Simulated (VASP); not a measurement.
# TiH (F-43m) in VASP: a series of runs, part 2 of 2

VASP 6.6.1.

## 5. Single point, PBEsol

This run uses another cell than the first one, of 9.90 Å³/atom.

File INCAR:

```
SYSTEM = TiH
PREC = Accurate
ENCUT = 500
EDIFF = 1E-6
ISMEAR = -1
SIGMA = 0.1
LREAL = .False.
LASPH = .True.
NELM = 120
ALGO = Normal
ISIF = 2
LWAVE = .False.
LCHARG = .False.
GGA = PS
NBANDS = 14
GGA_COMPAT = .False.
```

File KPOINTS:

```
regular mesh
0
Gamma
  17 17 17
  0 0 0
```

File POSCAR:

```
TiH
1.0
    0.0000000000      2.1469885630      2.1469885630
    2.1469885630      0.0000000000      2.1469885630
    2.1469885630      2.1469885630      0.0000000000
Ti H
1 1
Direct
    0.0000000000      0.0000000000      0.0000000000
    0.2500000000      0.2500000000      0.2500000000
```

Potentials or basis: VASP PAW PBE potentials, release 64 (Ti_sv, H).

On the command line:

```bash
$ cat potpaw_PBE.64/Ti_sv/POTCAR potpaw_PBE.64/H/POTCAR > POTCAR
$ mpirun -np 1 vasp_std > vasp.out
```

OUTCAR:

```text
SYSTEM = TiH
   PREC = Accurate
   ENCUT = 500
   EDIFF = 1E-6
   ISMEAR = -1
   LREAL = .False.
   LASPH = .True.
   NELM = 120
   ISIF = 2
   GGA = PS

 ion  position               nearest neighbor table
   1  0.000  0.000  0.000-   2 1.86   2 1.86   2 1.86   2 1.86
   2  0.250  0.250  0.250-   1 1.86   1 1.86   1 1.86   1 1.86

  LATTYP: Found a face centered cubic cell.
 ALAT       =     4.2939771260

  Lattice vectors:

 A1 = (   0.0000000000,   2.1469885630,   2.1469885630)
 A2 = (   2.1469885630,   0.0000000000,   2.1469885630)
 A3 = (   2.1469885630,   2.1469885630,   0.0000000000)

Analysis of symmetry for initial positions (statically):
=====================================================================
 Subroutine PRICEL returns:
 Original cell was already a primitive cell.

 Routine SETGRP: Setting up the symmetry group for a
 face centered cubic supercell.

 Subroutine GETGRP returns: Found 24 space group operations
 (whereof 24 operations were pure point group operations)
 out of a pool of 48 trial point group operations.

The static configuration has the point symmetry T_d .

Analysis of symmetry for dynamics (positions and initial velocities):
=====================================================================
 Subroutine PRICEL returns:
 Original cell was already a primitive cell.

 Routine SETGRP: Setting up the symmetry group for a
 face centered cubic supercell.

 Subroutine GETGRP returns: Found 24 space group operations
 (whereof 24 operations were pure point group operations)
 out of a pool of 48 trial point group operations.

The dynamic configuration has the point symmetry T_d .

 Subroutine INISYM returns: Found 24 space group operations
 (whereof 24 operations are pure point group operations),
 and found     1 'primitive' translations

----------------------------------------------------------------------------------------

                                     Primitive cell

  volume of cell :      19.7933

  direct lattice vectors                    reciprocal lattice vectors
     0.000000000  2.146988563  2.146988563    -0.232884333  0.232884333  0.232884333
     2.146988563  0.000000000  2.146988563     0.232884333 -0.232884333  0.232884333
     2.146988563  2.146988563  0.000000000     0.232884333  0.232884333 -0.232884333

  length of vectors
     3.036300344  3.036300344  3.036300344     0.403367497  0.403367497  0.403367497

  position of ions in fractional coordinates (direct lattice)
     0.000000000  0.000000000  0.000000000
     0.250000000  0.250000000  0.250000000

  ion indices of the primitive-cell ions
   primitive index   ion index
                 1           1
                 2           2

----------------------------------------------------------------------------------------

 KPOINTS: regular mesh

Automatic generation of k-mesh.
 Grid dimensions read from file:
 generate k-points for:   17   17   17

 Generating k-lattice:

  Cartesian coordinates                     Fractional coordinates (reciprocal lattice)
    -0.013699078  0.013699078  0.013699078     0.058823529  0.000000000  0.000000000
     0.013699078 -0.013699078  0.013699078     0.000000000  0.058823529  0.000000000
     0.013699078  0.013699078 -0.013699078     0.000000000  0.000000000  0.058823529

  Length of vectors
     0.023727500  0.023727500  0.023727500

  Shift w.r.t. Gamma in fractional coordinates (k-lattice)
     0.000000000  0.000000000  0.000000000

 Subroutine IBZKPT returns following result:
 ===========================================

 Found    165 irreducible k-points:

 Following reciprocal coordinates:
            Coordinates               Weight
  0.000000  0.000000  0.000000      1.000000
  0.058824  0.000000  0.000000      8.000000
  0.117647  0.000000  0.000000      8.000000
  0.176471  0.000000  0.000000      8.000000
  0.235294  0.000000  0.000000      8.000000
  0.294118  0.000000  0.000000      8.000000
[... 16 lines left out ...]
 -0.176471  0.058824  0.000000     24.000000
 -0.117647  0.058824  0.000000     24.000000
 [... further k-points ...]
   k-points           NKPTS =    165   k-points in BZ     NKDIM =    165   number of bands    NBANDS=     14
   number of dos      NEDOS =    301   number of ions     NIONS =      2
   total plane-waves  NPLWV =  13824
   dimension x,y,z NGX =    24 NGY =   24 NGZ =   24
   dimension x,y,z NGXF=    48 NGYF=   48 NGZF=   48
   ions per type =               1   1
   NGX,Y,Z   is equivalent  to a cutoff of  13.14, 13.14, 13.14 a.u.
   NGXF,Y,Z  is equivalent  to a cutoff of  26.28, 26.28, 26.28 a.u.
 SYSTEM =  TiH
   PREC   = accura    normal or accurate (medium, high low for compatibility)
   ISTART =      0    job   : 0-new  1-cont  2-samecut
   ICHARG =      2    charge: 1-file 2-atom 10-const
   ISPIN  =      1    spin polarized calculation?
   LNONCOLLINEAR =      F non collinear calculations
   LSORBIT =      F    spin-orbit coupling
   LASPH  =      T    aspherical Exc in radial PAW
   ENCUT  =  500.0 eV  36.75 Ry    6.06 a.u.   5.54  5.54  5.54*2*pi/ulx,y,z
   NELM   =    120;   NELMIN=  2; NELMDL= -5     # of ELM steps
   EDIFF  = 0.1E-05   stopping-criterion for ELM
   LREAL  =      F    real-space projection
   EDIFFG = 0.1E-04   stopping-criterion for IOM
   NSW    =      0    number of steps for IOM
   IBRION =     -1    ionic relax: 0-MD 1-quasi-New 2-CG
   NFREE  =      0    steps in history (QN), initial steepest desc. (CG)
   ISIF   =      2    stress and relaxation
   ISYM   =      2    0-nonsym 1-usesym 2-fastsym
   POTIM  = 0.5000    time-step for ionic-motion
   TEBEG  =    0.0;   TEEND  =   0.0 temperature during run
   PSTRESS=    0.0 pullay stress
   NELECT =      13.0000    total number of electrons
   NUPDOWN=      -1.0000    fix difference up-down
   EMIN   =  10.00;   EMAX   =-10.00  energy-range for DOS
   EFERMI =   0.00;   METHOD = LEGACY
   ISMEAR =    -1;   SIGMA  =   0.10  broadening in eV -4-tet -1-fermi 0-gaus
   EFERMI_NEDOS =   21; number of points for ismear=-14 and -15
   IALGO  =     38    algorithm
   IMIX   =      4    mixing-type and parameters
     AMIX     =   0.40;   BMIX     =  1.00
     AMIX_MAG =   1.60;   BMIX_MAG =  1.00
  volume/ion in A,a.u.               =       9.90        66.79
  Fermi-wavevector in a.u.,A,eV,Ry     =   1.423037  2.689150 27.552268  2.025035
  Thomas-Fermi vector in A             =   2.543677
   LORBIT       =      0    0 simple, 1 ext, 2 COOP (PROOUT), +10 PAW based schemes
   GGA     = PS    functional components
   LHFCALC =     F    Hartree Fock is set to
   AEXX    =    0.0000 exact exchange contribution
   IVDW    =     0    specifies the selected vdW correction
   LEPSILON=     F    determine dielectric tensor
   LRPA    =     F    only Hartree local field effects (RPA)
 non-spin polarized calculation
  energy-cutoff  :      500.00
  volume of cell :       19.79
 maximum number of plane-waves:       531
 NGX is ok and might be reduce to    24
   NGX = 11   NGY = 11   NGZ = 11

 number of electron      13.0000004 magnetization

 Free energy of the ion-electron system (eV)
  ---------------------------------------------------
  ext. energy  EPLUGINS =         0.00000000
  ---------------------------------------------------
  free energy    TOTEN  =       -12.35697880 eV

  energy without entropy =      -12.30210295  energy(sigma->0) =      -12.32954088

 E-fermi :   7.3703     XC(G=0): -11.6030

 val. band max:        7.3575139365   @ k =   0.1176   0.0588   0.0000
 cond. band min:       7.3921935832   @ k =  -0.4706   0.4118   0.0588
 fundamental gap:      0.0346796468
 Fermi energy:         7.3702799934

 k-point     1 :       0.0000    0.0000    0.0000
  band No.  band energies     occupation
      1     -49.2458      2.00000
      2     -25.3357      2.00000
      3     -25.3357      2.00000
      4     -25.3357      2.00000
      5      -1.3294      2.00000
      6       7.8255      0.02087
      7       7.8255      0.02087
      8       7.8255      0.02087
      9       9.4948      0.00000
     10       9.4948      0.00000
     11      14.1504      0.00000
     12      25.1045      0.00000
     13      25.1045      0.00000
     14      25.1045      0.00000
[... 375 lines left out ...]
 k-point    24 :      -0.1176    0.0588    0.0000
  band No.  band energies     occupation
      1     -49.2299      2.00000
      2     -25.4313      2.00000
      3     -25.3592      2.00000
      4     -25.3436      2.00000
      5      -0.8181      2.00000
      6       7.1250      1.84147
      7       8.0239      0.00290
      8       8.0343      0.00261
      9       9.2636      0.00000
     10       9.5167      0.00000
     11      15.0117      0.00000
     12      22.2169      0.00000
     13      24.2740      0.00000
     14      25.8778      0.00000

 [... further k-points ...]
[... 5 lines left out ...]
  --------------------------------------------------------------------------------------
  -------------------------------------------------------------------------------------
  Total       -0.0215162     -0.0215162     -0.0215162     -0.0000000      0.0000000     -0.0000000
  in kB       -1.7416304     -1.7416304     -1.7416304     -0.0000000      0.0000000     -0.0000000
  external PRESSURE =      -1.7416304 kB  Pullay stress =       0.0000000 kB

 VOLUME and BASIS-vectors are now :
 -----------------------------------------------------------------------------
  energy-cutoff  :      500.00
  volume of cell :       19.79
      direct lattice vectors                 reciprocal lattice vectors
     0.000000000  2.146988563  2.146988563    -0.232884333  0.232884333  0.232884333
     2.146988563  0.000000000  2.146988563     0.232884333 -0.232884333  0.232884333
     2.146988563  2.146988563  0.000000000     0.232884333  0.232884333 -0.232884333

 POSITION                                       TOTAL-FORCE (eV/Angst)
 -----------------------------------------------------------------------------------
      0.00000      0.00000      0.00000         0.000000      0.000000      0.000000
      1.07349      1.07349      1.07349        -0.000000     -0.000000     -0.000000
 -----------------------------------------------------------------------------------
    total drift:                               -0.000000     -0.000000     -0.000000

  FREE ENERGIE OF THE ION-ELECTRON SYSTEM (eV)
  ---------------------------------------------------
  free  energy   TOTEN  =       -12.3569788019 eV

  energy  without entropy=      -12.3021029489  energy(sigma->0) =      -12.32954088
```

OSZICAR:

```text
N       E                     dE             d eps       ncg     rms          rms(c)
DAV:   1     0.921975697963E+02    0.92198E+02   -0.62636E+03  4638   0.101E+03
DAV:   2    -0.982937565479E+01   -0.10203E+03   -0.98326E+02  4866   0.287E+02
DAV:   3    -0.143751235033E+02   -0.45457E+01   -0.45067E+01  6072   0.611E+01
DAV:   4    -0.144725035260E+02   -0.97380E-01   -0.97259E-01  5086   0.829E+00
DAV:   5    -0.144747649548E+02   -0.22614E-02   -0.22614E-02  5396   0.118E+00    0.117E+01
DAV:   6    -0.124314780131E+02    0.20433E+01   -0.23443E+00  4914   0.270E+01    0.246E+00
DAV:   7    -0.123598962585E+02    0.71582E-01   -0.22831E-01  5838   0.426E+00    0.131E+00
DAV:   8    -0.123563747798E+02    0.35215E-02   -0.55080E-02  5034   0.296E+00    0.398E-01
DAV:   9    -0.123572781839E+02   -0.90340E-03   -0.72482E-03  6118   0.107E+00    0.207E-01
DAV:  10    -0.123569931302E+02    0.28505E-03   -0.79383E-04  4878   0.469E-01    0.515E-02
DAV:  11    -0.123569823940E+02    0.10736E-04   -0.66503E-05  5118   0.931E-02    0.114E-02
DAV:  12    -0.123569787107E+02    0.36833E-05   -0.28339E-06  5506   0.150E-02    0.447E-03
DAV:  13    -0.123569788019E+02   -0.91141E-07   -0.27689E-07  2424   0.777E-03
   1 F= -.12356979E+02 E0= -.12329541E+02  d E =-.548759E-01
```

Wall time 19 s (1 thread of Intel Xeon Platinum 8488C (Sapphire Rapids), shared host); peak memory 0.17 GiB.

What came out:

```yaml
Free_energy: -12.3570 eV
Pressure: -0.2 GPa
Band_gap_on_the_k_mesh: zero (an odd number of electrons rules out a gap without spin polarisation)
```

Caveat: the PAW data sets were made with another functional, which shifts forces and pressure a little; an odd number of electrons without spin polarisation forces a metal; a magnetic or distorted state may lie lower.

## 6. Overview

| cell | gap on the mesh (eV) | pressure (GPa) |
| --- | --- | --- |
| a = 2.776 Å, angles 60.0°, 2 atoms | none | 59.4 |
| a = 2.838 Å, angles 60.0°, 2 atoms | none | 39.5 |
| a = 2.918 Å, angles 60.0°, 2 atoms | none | 19.7 |
| a = 3.036 Å, angles 60.0°, 2 atoms | none | -0.2 |

Alike in all rows: task single point; level PBEsol; potentials or basis VASP PAW PBE potentials, release 64 (Ti_sv, H); no spin polarisation; k mesh 17 × 17 × 17; cutoff (eV) 500; smearing fermi-dirac 0.1 eV.

Caveats: the PAW data sets were made with another functional, which shifts forces and pressure a little; an odd number of electrons without spin polarisation forces a metal; a magnetic or distorted state may lie lower; the cell stands under pressure (at least some runs).

Total energies depend on the potentials used, so only differences within one code and one set of settings carry meaning.

The gap in the log of VASP goes by the Fermi energy; the results here count the filled bands.